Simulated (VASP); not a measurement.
# Be2Al (P6/mmm) in VASP: single point with PBE+D3(BJ)

Aim: the single point of Be2Al with PBE+D3(BJ).

All numbers are computed with VASP 6.6.1; they aren't measurements. Logs are shortened: lines on timing, memory, paths and dates and some standing lists are left out, and cuts for length are marked.

## Step 1: The cell of the first run

Symmetry: P6/mmm, No. 191, hexagonal system. The conventional cell has a = 3.620 Å, b = 3.620 Å, c = 2.779 Å, α = 90.00°, β = 90.00°, γ = 120.00°. Within 2.8 Å of Be (site symmetry -6m2) lie 5 Be at 2.09 to 2.78 Å and 6 Al at 2.51 Å. Within 3.3 Å of Al (site symmetry 6/mmm) lie 12 Be at 2.51 Å and 2 Al at 2.78 Å.

## Step 2: Single point, PBE+D3(BJ)

INCAR reads:

```
SYSTEM = Be2Al
PREC     = Accurate       ! precision mode
ENCUT    = 520            ! plane-wave cutoff, eV
EDIFF    = 1E-6           ! SCF threshold, eV
ISMEAR   = 0              ! smearing method
SIGMA    = 0.1            ! smearing width, eV
LREAL    = .FALSE.        ! projectors in reciprocal space
LASPH    = .TRUE.         ! aspherical terms in the spheres
NELM     = 80             ! most SCF steps
ALGO     = Fast           ! electronic algorithm
ISIF     = 2              ! what is computed and relaxed
LWAVE    = .FALSE.        ! write WAVECAR
LCHARG   = .FALSE.        ! write CHGCAR
GGA      = PE             ! functional
IVDW     = 12             ! dispersion correction
NBANDS   = 10             ! bands
```

KPOINTS reads:

```
regular mesh
0
G
  6 6 4
  0 0 0
```

POSCAR reads:

```
Be2Al
1.0
    3.6199958442      0.0000000000      0.0000000000
   -1.8099979221      3.1350083627      0.0000000000
    0.0000000000      0.0000000000      2.7793182406
Be Al
2 1
Direct
    0.3333333333      0.6666666667     -0.1097486551
    0.6666666667      0.3333333333     -0.1097486551
    0.0000000000      0.0000000000      0.3902267302
```

Potentials or basis: VASP PAW PBE potentials, release 64 (Be, Al).

Run with:

```sh
cat potpaw_PBE.64/Be/POTCAR potpaw_PBE.64/Al/POTCAR > POTCAR
mpirun -np 1 vasp_std > vasp.out
```

OUTCAR:

```text
SYSTEM = Be2Al
   PREC = Accurate
   ENCUT = 520
   EDIFF = 1E-6
   ISMEAR = 0
   LREAL = .FALSE.
   LASPH = .TRUE.
   NELM = 80
   ISIF = 2
   GGA = PE
   IVDW = 12
 IVDW          = 12

 ion  position               nearest neighbor table
   1  0.333  0.667  0.890-   2 2.09   2 2.09   2 2.09   3 2.51   3 2.51   3 2.51   3 2.51   3 2.51
                             3 2.51
   2  0.667  0.333  0.890-   1 2.09   1 2.09   1 2.09   3 2.51   3 2.51   3 2.51   3 2.51   3 2.51
                             3 2.51
   3  0.000  0.000  0.390-   1 2.51   2 2.51   2 2.51   1 2.51   2 2.51   1 2.51   1 2.51   2 2.51
                             1 2.51   2 2.51   2 2.51   1 2.51

  LATTYP: Found a hexagonal cell.
 ALAT       =     3.6199958442
 C/A-ratio  =     0.7677683512

  Lattice vectors:

 A1 = (   3.6199958442,   0.0000000000,   0.0000000000)
 A2 = (  -1.8099979221,   3.1350083627,   0.0000000000)
 A3 = (   0.0000000000,   0.0000000000,   2.7793182406)

Analysis of symmetry for initial positions (statically):
=====================================================================
 Subroutine PRICEL returns:
 Original cell was already a primitive cell.

 Routine SETGRP: Setting up the symmetry group for a
 hexagonal supercell.

 Subroutine GETGRP returns: Found 12 space group operations
 (whereof 12 operations were pure point group operations)
 out of a pool of 24 trial point group operations.

The static configuration has the point symmetry C_6v.

Analysis of symmetry for dynamics (positions and initial velocities):
=====================================================================
 Subroutine PRICEL returns:
 Original cell was already a primitive cell.

 Routine SETGRP: Setting up the symmetry group for a
 hexagonal supercell.

 Subroutine GETGRP returns: Found 12 space group operations
 (whereof 12 operations were pure point group operations)
 out of a pool of 24 trial point group operations.

The dynamic configuration has the point symmetry C_6v.

 Subroutine INISYM returns: Found 12 space group operations
 (whereof 12 operations are pure point group operations),
 and found     1 'primitive' translations

----------------------------------------------------------------------------------------

                                     Primitive cell

  volume of cell :      31.5417

  direct lattice vectors                    reciprocal lattice vectors
     3.619995844  0.000000000  0.000000000     0.276243411  0.159489208  0.000000000
    -1.809997922  3.135008363  0.000000000     0.000000000  0.318978415  0.000000000
     0.000000000  0.000000000  2.779318241     0.000000000  0.000000000  0.359800467

  length of vectors
     3.619995844  3.619995844  2.779318241     0.318978415  0.318978415  0.359800467

  position of ions in fractional coordinates (direct lattice)
     0.333333333  0.666666667  0.890251345
     0.666666667  0.333333333  0.890251345
     0.000000000  0.000000000  0.390226730

  ion indices of the primitive-cell ions
   primitive index   ion index
                 1           1
                 2           2
                 3           3

----------------------------------------------------------------------------------------

 KPOINTS: regular mesh

Automatic generation of k-mesh.
 Grid dimensions read from file:
 generate k-points for:    6    6    4

 Generating k-lattice:

  Cartesian coordinates                     Fractional coordinates (reciprocal lattice)
     0.046040569  0.026581535  0.000000000     0.166666667 -0.000000000  0.000000000
     0.000000000  0.053163069  0.000000000     0.000000000  0.166666667  0.000000000
     0.000000000  0.000000000  0.089950117     0.000000000  0.000000000  0.250000000

  Length of vectors
     0.053163069  0.053163069  0.089950117

  Shift w.r.t. Gamma in fractional coordinates (k-lattice)
     0.000000000  0.000000000  0.000000000

 Subroutine IBZKPT returns following result:
 ===========================================

 Found     21 irreducible k-points:

 Following reciprocal coordinates:
            Coordinates               Weight
  0.000000  0.000000  0.000000      1.000000
  0.166667  0.000000  0.000000      6.000000
  0.333333  0.000000  0.000000      6.000000
  0.500000  0.000000  0.000000      3.000000
  0.166667  0.166667  0.000000      6.000000
  0.333333  0.166667  0.000000     12.000000
[... 13 lines left out ...]
  0.333333  0.166667  0.500000     12.000000
  0.333333  0.333333  0.500000      2.000000
   k-points           NKPTS =     21   k-points in BZ     NKDIM =     21   number of bands    NBANDS=     10
   number of dos      NEDOS =    301   number of ions     NIONS =      3
   total plane-waves  NPLWV =  18816
   dimension x,y,z NGX =    28 NGY =   28 NGZ =   24
   dimension x,y,z NGXF=    56 NGYF=   56 NGZF=   48
   ions per type =               2   1
   NGX,Y,Z   is equivalent  to a cutoff of  12.86, 12.86, 14.36 a.u.
   NGXF,Y,Z  is equivalent  to a cutoff of  25.72, 25.72, 28.71 a.u.
 SYSTEM =  Be2Al
   PREC   = accura    normal or accurate (medium, high low for compatibility)
   ISTART =      0    job   : 0-new  1-cont  2-samecut
   ICHARG =      2    charge: 1-file 2-atom 10-const
   ISPIN  =      1    spin polarized calculation?
   LNONCOLLINEAR =      F non collinear calculations
   LSORBIT =      F    spin-orbit coupling
   LASPH  =      T    aspherical Exc in radial PAW
   ENCUT  =  520.0 eV  38.22 Ry    6.18 a.u.   6.73  6.73  5.17*2*pi/ulx,y,z
   NELM   =     80;   NELMIN=  2; NELMDL= -5     # of ELM steps
   EDIFF  = 0.1E-05   stopping-criterion for ELM
   LREAL  =      F    real-space projection
   EDIFFG = 0.1E-04   stopping-criterion for IOM
   NSW    =      0    number of steps for IOM
   IBRION =     -1    ionic relax: 0-MD 1-quasi-New 2-CG
   NFREE  =      0    steps in history (QN), initial steepest desc. (CG)
   ISIF   =      2    stress and relaxation
   ISYM   =      2    0-nonsym 1-usesym 2-fastsym
   POTIM  = 0.5000    time-step for ionic-motion
   TEBEG  =    0.0;   TEEND  =   0.0 temperature during run
   PSTRESS=    0.0 pullay stress
   NELECT =       7.0000    total number of electrons
   NUPDOWN=      -1.0000    fix difference up-down
   EMIN   =  10.00;   EMAX   =-10.00  energy-range for DOS
   EFERMI =   0.00;   METHOD = LEGACY
   ISMEAR =     0;   SIGMA  =   0.10  broadening in eV -4-tet -1-fermi 0-gaus
   EFERMI_NEDOS =   21; number of points for ismear=-14 and -15
   IALGO  =     68    algorithm
   IMIX   =      4    mixing-type and parameters
     AMIX     =   0.40;   BMIX     =  1.00
     AMIX_MAG =   1.60;   BMIX_MAG =  1.00
  volume/ion in A,a.u.               =      10.51        70.95
  Fermi-wavevector in a.u.,A,eV,Ry     =   0.991165  1.873030 13.366465  0.982407
  Thomas-Fermi vector in A             =   2.122887
   LORBIT       =      0    0 simple, 1 ext, 2 COOP (PROOUT), +10 PAW based schemes
   GGA     = PE    functional components
   LHFCALC =     F    Hartree Fock is set to
   AEXX    =    0.0000 exact exchange contribution
   IVDW    =    12    specifies the selected vdW correction
   LEPSILON=     F    determine dielectric tensor
   LRPA    =     F    only Hartree local field effects (RPA)
 non-spin polarized calculation
 RMM-DIIS sequential band-by-band and
 Gauss-broadening in eV      SIGMA  =   0.10
  energy-cutoff  :      520.00
  volume of cell :       31.54
 maximum number of plane-waves:       875
 NGX is ok and might be reduce to    28
   NGX = 13   NGY = 13   NGZ = 11

 number of electron       7.0000000 magnetization

 Free energy of the ion-electron system (eV)
  ---------------------------------------------------
  ext. energy  EPLUGINS =         0.00000000
  ---------------------------------------------------
  free energy    TOTEN  =       -10.50650343 eV

  energy without entropy =      -10.50425771  energy(sigma->0) =      -10.50538057

 E-fermi :   7.3966     XC(G=0): -10.4845

 val. band max:        7.3185726566   @ k =   0.1667   0.1667   0.5000
 cond. band min:       7.4873688374   @ k =   0.0000   0.0000   0.0000
 fundamental gap:      0.1687961808
 Fermi energy:         7.3965934884

 k-point     1 :       0.0000    0.0000    0.0000
  band No.  band energies     occupation
      1      -3.6879      2.00000
      2       7.4874      0.19923
      3       7.4874      0.19923
      4       8.6237      0.00000
      5       8.6237      0.00000
      6      11.2259      0.00000
      7      11.9283      0.00000
      8      13.9301      0.00000
      9      17.1558      0.00000
     10      21.0155      0.00000

 k-point     2 :       0.1667    0.0000    0.0000
  band No.  band energies     occupation
      1      -3.3317      2.00000
      2       5.0213      2.00000
      3       6.0046      2.00000
      4       8.8683      0.00000
      5      10.8773      0.00000
      6      11.5912      0.00000
      7      13.8856      0.00000
      8      15.1404      0.00000
      9      17.4261      0.00000
     10      19.8669      0.00000

 k-point     3 :       0.3333    0.0000    0.0000
  band No.  band energies     occupation
      1      -2.2814      2.00000
      2       2.0730      2.00000
      3       4.8420      2.00000
      4       8.4667      0.00000
      5      12.6600      0.00000
      6      14.3063      0.00000
      7      16.2824      0.00000
      8      17.2698      0.00000
      9      17.3371      0.00000
     10      19.0032      0.00000
[... 209 lines left out ...]
 k-point    20 :       0.3333    0.1667    0.5000
  band No.  band energies     occupation
      1       2.5400      2.00000
      2       3.0716      2.00000
      3       5.1645      2.00000
      4       5.6120      2.00000
      5       6.5395      2.00000
      6       8.3323      0.00000
      7      14.2149      0.00000
      8      14.9753      0.00000
      9      18.5792      0.00000
     10      19.7774      0.00000

 k-point    21 :       0.3333    0.3333    0.5000
  band No.  band energies     occupation
      1       3.0646      2.00000
      2       4.7039      2.00000
      3       4.7039      2.00000
      4       5.2629      2.00000
      5       5.2629      2.00000
      6       6.4439      2.00000
      7      15.6599      0.00000
      8      18.1547      0.00000
      9      18.1547      0.00000
     10      19.2754      0.00000

------------------------ aborting loop because EDIFF is reached ----------------------------------------

 Edisp (eV)   -1.03852

 E8    (eV) :    -0.4038

  FORCE on cell =-STRESS in cart. coord.  units (eV):
  Direction    XX          YY          ZZ          XY          YZ          ZX
  --------------------------------------------------------------------------------------
  -------------------------------------------------------------------------------------
  Total       0.01998     0.01998    -0.00309     0.00000     0.00000     0.00000
  in kB       1.01473     1.01473    -0.15681     0.00000     0.00000     0.00000
  external pressure =        0.62 kB  Pullay stress =        0.00 kB

 VOLUME and BASIS-vectors are now :
 -----------------------------------------------------------------------------
  energy-cutoff  :      520.00
  volume of cell :       31.54
      direct lattice vectors                 reciprocal lattice vectors
     3.619995844  0.000000000  0.000000000     0.276243411  0.159489208  0.000000000
    -1.809997922  3.135008363  0.000000000     0.000000000  0.318978415  0.000000000
     0.000000000  0.000000000  2.779318241     0.000000000  0.000000000  0.359800467

 POSITION                                       TOTAL-FORCE (eV/Angst)
 -----------------------------------------------------------------------------------
     -0.00000      2.09001      2.47429        -0.000000     -0.000000     -0.000125
      1.81000      1.04500      2.47429         0.000000     -0.000000     -0.000125
      0.00000      0.00000      1.08456         0.000000      0.000000      0.000250
 -----------------------------------------------------------------------------------
    total drift:                               -0.000000     -0.000000      0.000002

  FREE ENERGIE OF THE ION-ELECTRON SYSTEM (eV)
  ---------------------------------------------------
  free  energy   TOTEN  =       -11.5450240004 eV

  energy  without entropy=      -11.5427782742  energy(sigma->0) =      -11.54390114
```

It took 6.9 s on 1 thread of Intel Xeon 8259CL, shared host; peak memory 0.15 GiB.

What came out:

```
Free energy                : -11.5450 eV
Pressure                   : 0.1 GPa
Band gap on the k mesh     : zero (an odd number of electrons rules out a gap without spin polarisation)
Dispersion energy per atom : -0.346 eV
```

Levels at points of the mesh, in eV from the Fermi level:
```
           k point  band 1  band 2  band 3  band 4  band 5  band 6
(0.00, 0.00, 0.00)  -11.08    0.09    0.09    1.23    1.23    3.83
(0.50, 0.00, 0.00)   -8.36   -7.30   -2.95    0.88    6.49    8.00
(0.00, 0.00, 0.50)   -7.13   -6.60    2.76    2.76    4.67    4.67
(0.50, 0.00, 0.50)   -4.76   -3.90   -2.93   -2.78   -0.08    3.84
```

Caveat: the k points lie up to 0.57 Å⁻¹ apart, too coarse for converged energies and pressures of a metal.
